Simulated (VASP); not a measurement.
# Co (P-1) in VASP: single point with PBEsol

Aim: the single point of Co with PBEsol.

All numbers are computed with VASP 6.6.1; they aren't measurements. Logs are shortened: lines on timing, memory, paths and dates and some standing lists are left out, and cuts for length are marked.

**1. The cell of the first run**

The typed cell holds 2 atoms: a = 2.456 Å, b = 2.456 Å, c = 3.969 Å, α = 90.00°, β = 90.00°, γ = 120.00°.

**2. Single point, PBEsol, collinear spin, ferromagnetic start (atoms moved at random)**

INCAR

```
SYSTEM = Co
PREC = Accurate
ENCUT = 520
EDIFF = 1E-6
ISMEAR = 0
SIGMA = 0.15
LREAL = .FALSE.
LASPH = .TRUE.
NELM = 150
ALGO = Normal
ISIF = 2
LWAVE = .FALSE.
LCHARG = .FALSE.
ISPIN = 2
MAGMOM = 1.8 1.8
LORBIT = 11
LMAXMIX = 4
GGA = PS
NBANDS = 20
KPAR = 4
```

KPOINTS

```
Automatic mesh
0
G
  18 18 8
  0 0 0
```

POSCAR

```
Co
1.0
    2.4564189009      0.0000000000      0.0000000000
   -1.2282094504      2.1273211705      0.0000000000
    0.0000000000      0.0000000000      3.9694710922
Co
2
Direct
    0.6629389999      0.3281467331      0.2478037138
    0.3370610001      0.6718532669      0.7521962862
```

Potentials or basis: VASP PAW PBE potentials, release 64 (Co).

Run with:

```
$ cat potpaw_PBE.64/Co/POTCAR > POTCAR
$ mpirun -np 4 vasp_std > vasp.out
```

OUTCAR:

```text
SYSTEM = Co
   PREC = Accurate
   ENCUT = 520
   EDIFF = 1E-6
   ISMEAR = 0
   LREAL = .FALSE.
   LASPH = .TRUE.
   NELM = 150
   ISIF = 2
   ISPIN = 2
   LORBIT = 11
   GGA = PS

 ion  position               nearest neighbor table
   1  0.663  0.328  0.248-   2 2.41   2 2.43   2 2.43   2 2.44   2 2.46   2 2.46
   2  0.337  0.672  0.752-   1 2.41   1 2.43   1 2.43   1 2.44   1 2.46   1 2.46

  LATTYP: Found a hexagonal cell.
 ALAT       =     2.4564189009
 C/A-ratio  =     1.6159585365

  Lattice vectors:

 A1 = (   2.4564189009,   0.0000000000,   0.0000000000)
 A2 = (  -1.2282094504,   2.1273211705,   0.0000000000)
 A3 = (   0.0000000000,   0.0000000000,   3.9694710922)

Analysis of symmetry for initial positions (statically):
=====================================================================
 Subroutine PRICEL returns:
 Original cell was already a primitive cell.

 Routine SETGRP: Setting up the symmetry group for a
 hexagonal supercell.

 Subroutine GETGRP returns: Found  2 space group operations
 (whereof  2 operations were pure point group operations)
 out of a pool of 24 trial point group operations.

The static configuration has the point symmetry S_2 .

Analysis of symmetry for dynamics (positions and initial velocities):
=====================================================================
 Subroutine PRICEL returns:
 Original cell was already a primitive cell.

 Routine SETGRP: Setting up the symmetry group for a
 hexagonal supercell.

 Subroutine GETGRP returns: Found  2 space group operations
 (whereof  2 operations were pure point group operations)
 out of a pool of 24 trial point group operations.

The dynamic configuration has the point symmetry S_2 .

Analysis of structural, dynamic, and magnetic symmetry:
=====================================================================
 Subroutine PRICEL returns:
 Original cell was already a primitive cell.

 Routine SETGRP: Setting up the symmetry group for a
 hexagonal supercell.

 Subroutine GETGRP returns: Found  2 space group operations
 (whereof  2 operations were pure point group operations)
 out of a pool of 24 trial point group operations.

The overall configuration has the point symmetry S_2 .

 Subroutine INISYM returns: Found  2 space group operations
 (whereof  2 operations are pure point group operations),
 and found     1 'primitive' translations

----------------------------------------------------------------------------------------

                                     Primitive cell
[... 114 lines left out ...]
  Thomas-Fermi vector in A             =   2.664559
   LORBIT       =     11    0 simple, 1 ext, 2 COOP (PROOUT), +10 PAW based schemes
   GGA     = PS    functional components
   LHFCALC =     F    Hartree Fock is set to
   AEXX    =    0.0000 exact exchange contribution
   IVDW    =     0    specifies the selected vdW correction
   LEPSILON=     F    determine dielectric tensor
   LRPA    =     F    only Hartree local field effects (RPA)
 spin polarized calculation
 Gauss-broadening in eV      SIGMA  =   0.15
  energy-cutoff  :      520.00
  volume of cell :       20.74
 maximum number of plane-waves:       576
   NGX =  9   NGY =  9   NGZ = 15

 number of electron      17.9999984 magnetization       3.1381240

 Free energy of the ion-electron system (eV)
  ---------------------------------------------------
  ext. energy  EPLUGINS =         0.00000000
  ---------------------------------------------------
  free energy    TOTEN  =       -15.48170735 eV

  energy without entropy =      -15.46377522  energy(sigma->0) =      -15.47274129

 E-fermi :  10.7206     XC(G=0): -13.8470

 val. band max:       10.7203479707   @ k =   0.2222   0.1111   0.5000
 cond. band min:      10.7210515758   @ k =   0.3333  -0.1111  -0.3750
 fundamental gap:      0.0007036051
 Fermi energy:        10.7206023711

 spin component 1

 k-point     1 :       0.0000    0.0000    0.0000
  band No.  band energies     occupation
      1       1.4815      1.00000
      2       5.3636      1.00000
      3       8.0708      1.00000
      4       8.0854      1.00000
      5       8.1024      1.00000
      6       8.4209      1.00000
[... 541 lines left out ...]
     19      33.7173      0.00000
     20      36.6151      0.00000

 [... further k-points ...]

 spin component 2

 k-point     1 :       0.0000    0.0000    0.0000
  band No.  band energies     occupation
      1       1.5478      1.00000
      2       6.2966      1.00000
      3       9.6445      1.00000
      4       9.6597      1.00000
      5       9.6814      1.00000
      6      10.0485      1.00000
[... 66 lines left out ...]
      4       9.7268      1.00000
      5       9.8168      1.00000
      6      10.0201      1.00000
[... 9 lines left out ...]
     16      35.0394      0.00000
     17      36.5230      0.00000

------------------------ aborting loop because EDIFF is reached ----------------------------------------

  FORCE on cell =-STRESS in cart. coord.  units (eV):
  Direction    XX          YY          ZZ          XY          YZ          ZX
  --------------------------------------------------------------------------------------
  -------------------------------------------------------------------------------------
  Total       -0.1648068     -0.0473799     -0.1027115     -0.0152235      0.0086889      0.0020927
  in kB      -12.7296815     -3.6596235     -7.9334425     -1.1758603      0.6711313      0.1616436
  external PRESSURE =      -8.1075825 kB  Pullay stress =       0.0000000 kB

 VOLUME and BASIS-vectors are now :
 -----------------------------------------------------------------------------
  energy-cutoff  :      520.00
  volume of cell :       20.74
      direct lattice vectors                 reciprocal lattice vectors
     2.456418901  0.000000000  0.000000000     0.407096688  0.235037383  0.000000000
    -1.228209450  2.127321171  0.000000000     0.000000000  0.470074765  0.000000000
     0.000000000  0.000000000  3.969471092     0.000000000  0.000000000  0.251922731

 POSITION                                       TOTAL-FORCE (eV/Angst)
 -----------------------------------------------------------------------------------
      1.22542      0.69807      0.98365         0.015480      0.061845      0.132155
      0.00279      1.42925      2.98582        -0.015480     -0.061845     -0.132155
 -----------------------------------------------------------------------------------
    total drift:                                0.000000     -0.000000      0.000000

  FREE ENERGIE OF THE ION-ELECTRON SYSTEM (eV)
  ---------------------------------------------------
  free  energy   TOTEN  =       -15.4817073544 eV

  energy  without entropy=      -15.4637752248  energy(sigma->0) =      -15.47274129

 total charge

# of ion       s       p       d       tot
------------------------------------------
    1        0.508   0.565   7.291   8.364
    2        0.508   0.565   7.291   8.364
--------------------------------------------------
tot          1.017   1.129  14.582  16.728

 magnetization (x)

# of ion       s       p       d       tot
------------------------------------------
    1       -0.015  -0.052   1.643   1.576
    2       -0.015  -0.052   1.643   1.576
--------------------------------------------------
tot         -0.030  -0.104   3.286   3.152
```

OSZICAR:

```text
N       E                     dE             d eps       ncg     rms          rms(c)
DAV:   1     0.830666296588E+02    0.83067E+02   -0.78968E+03110320   0.120E+03
DAV:   2    -0.134188031070E+02   -0.96485E+02   -0.86771E+02105472   0.218E+02
DAV:   3    -0.179261042597E+02   -0.45073E+01   -0.43140E+01117240   0.565E+01
DAV:   4    -0.179943063114E+02   -0.68202E-01   -0.68147E-01127404   0.614E+00
DAV:   5    -0.179962930335E+02   -0.19867E-02   -0.19866E-02120352   0.101E+00    0.165E+01
DAV:   6    -0.159200650087E+02    0.20762E+01   -0.79727E+00118856   0.596E+01    0.702E+00
DAV:   7    -0.155234945659E+02    0.39657E+00   -0.12265E+00124688   0.209E+01    0.394E+00
DAV:   8    -0.154991516331E+02    0.24343E-01   -0.15804E-02141300   0.118E+00    0.185E+00
DAV:   9    -0.154822788439E+02    0.16873E-01   -0.23159E-03179520   0.881E-01    0.559E-01
DAV:  10    -0.154818182304E+02    0.46061E-03   -0.66359E-04141996   0.358E-01    0.124E-01
DAV:  11    -0.154817159600E+02    0.10227E-03   -0.35802E-05150668   0.704E-02    0.303E-02
DAV:  12    -0.154817086154E+02    0.73446E-05   -0.55851E-06116196   0.188E-02    0.173E-02
DAV:  13    -0.154817076145E+02    0.10009E-05   -0.17969E-06 93356   0.167E-02    0.827E-03
DAV:  14    -0.154817073544E+02    0.26016E-06   -0.45496E-07 66888   0.681E-03
   1 F= -.15481707E+02 E0= -.15472741E+02  d E =-.179321E-01  mag=     3.1384
```

It took 5.6 min on 4 MPI ranks of Oxide Virtual Turin-like, shared host; peak memory 0.71 GiB.

Results:

- Free energy: -15.4817 eV
- Pressure: -0.8 GPa
- Largest force: 0.147 eV/Å
- Net moment: 3.14 μB per cell
- Site moments: Co +1.58 μB
- Valence electrons inside the program's atomic spheres: Co 8.36

Forces on the atoms (eV/Å):
```
Co   0.015  0.062  0.132
Co  -0.015 -0.062 -0.132
```

Caveat: the cell differs from its parent crystal (atoms moved at random); the PAW data sets were made with another functional, which shifts forces and pressure a little.
